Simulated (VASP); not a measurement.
The system is Al.

```
CELL_PARAMETERS angstrom
0.00000 2.02481 2.02481
2.02481 0.00000 2.02481
2.02481 2.02481 0.00000
ATOMIC_POSITIONS crystal
Al 0.00000 0.00000 0.00000
```

```yaml
Program: VASP 6.6.1
Task: relaxation of cell and atoms
Functional: r2SCAN
Potentials_or_basis: VASP PAW PBE potentials, release 64 (Al)
Cutoff: 600 eV
k_mesh: 30 × 30 × 30
Occupations: gaussian, width 0.5 eV
Spin: no spin polarisation
```

At the start: pressure -3.6 GPa; volume 16.60 Å³/atom.

Where does the relaxation end?

Over 17 steps the energy falls by 8.5 meV/atom and the volume is 15.89 Å³/atom (-4.3 %); space group Fm-3m (No. 225, to 0.05 Å).

The path:
```tsv
step	energy change (eV)	largest force (eV/Å)	pressure (GPa)	volume (Å³)
1	0.0000	0.0000	-3.64	16.60
2	-0.0079	0.0000	1.11	15.71
3	-0.0085	0.0000	0.04	15.89
4	-0.0085	0.0000	-0.05	15.90
5	-0.0085	0.0000	-0.05	15.90
6	-0.0085	0.0000	-0.04	15.90
7	-0.0085	0.0000	-0.04	15.90
8	-0.0085	0.0000	-0.04	15.90
9	-0.0085	0.0000	-0.04	15.90
10	-0.0085	0.0000	-0.04	15.90
11	-0.0085	0.0000	-0.04	15.90
12	-0.0085	0.0000	-0.04	15.90
13	-0.0085	0.0000	-0.04	15.90
14	-0.0085	0.0000	-0.04	15.90
15	-0.0085	0.0000	-0.03	15.90
16	-0.0085	0.0000	-0.02	15.90
17	-0.0085	0.0000	0.01	15.89
```

Final structure:
```yaml
crystal:
  lattice:
    - [0.00000, 1.99559, 1.99559]
    - [1.99559, 0.00000, 1.99559]
    - [1.99559, 1.99559, 0.00000]
  atoms:
    - { symbol: Al, position: [0.00000, 0.00000, 0.00000] }
```

Caveat: the PAW data sets were made with another functional, which shifts forces and pressure a little.
